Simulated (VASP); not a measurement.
Wanted: the native input for a VASP 6.6.1 run.

```
Task                   : single point
Functional             : PBEsol
Potentials or basis    : VASP PAW PBE potentials, release 64 (W_sv, C)
Cutoff                 : 520 eV
k mesh                 : 11 × 11 × 10
Occupations            : methfessel-paxton, width 0.1 eV
Spin                   : no spin polarisation
Dipole correction      : no
Further INCAR settings : ALGO = Normal; EDIFF = 1e-06; NBANDS = 16
```

The structure of WC (Qusongite) lies in POSCAR:

```
WC
1.0
    2.8672181576      0.0000000000      0.0000000000
   -1.4336090788      2.4830839244      0.0000000000
    0.0000000000      0.0000000000      2.7982628680
W C
1 1
Direct
    0.0000000000      0.0000000000      0.0000000000
    0.6666666667      0.3333333333      0.5000000000
```

The input as run:

INCAR

```
SYSTEM = WC
PREC = Accurate
ENCUT = 520
EDIFF = 1E-6
ISMEAR = 1
SIGMA = 0.1
LREAL = .False.
LASPH = .True.
NELM = 60
ALGO = Normal
ISIF = 2
LWAVE = .False.
LCHARG = .False.
GGA = PS
NBANDS = 16
```

KPOINTS

```
Automatic mesh
0
Gamma
  11 11 10
  0 0 0
```

Potentials or basis: VASP PAW PBE potentials, release 64 (W_sv, C).

The run is started by

```sh
$ cat potpaw_PBE.64/W_sv/POTCAR potpaw_PBE.64/C/POTCAR > POTCAR
$ mpirun -np 1 vasp_std > vasp.out
```

It gave:

```
Pressure               : 15.7 GPa
Band gap on the k mesh : zero (band 9 reaches 12.19 eV, above the bottom of band 10 at 10.87 eV)
```

Caveat: the PAW data sets were made with another functional, which shifts forces and pressure a little; spin-orbit coupling is left out, which moves the levels of the heavy elements.

Wall time 13 s on 1 thread of Intel(R) Xeon(R) Platinum 8559C (Emerald Rapids), with other jobs on the host, peak memory 0.15 GiB.
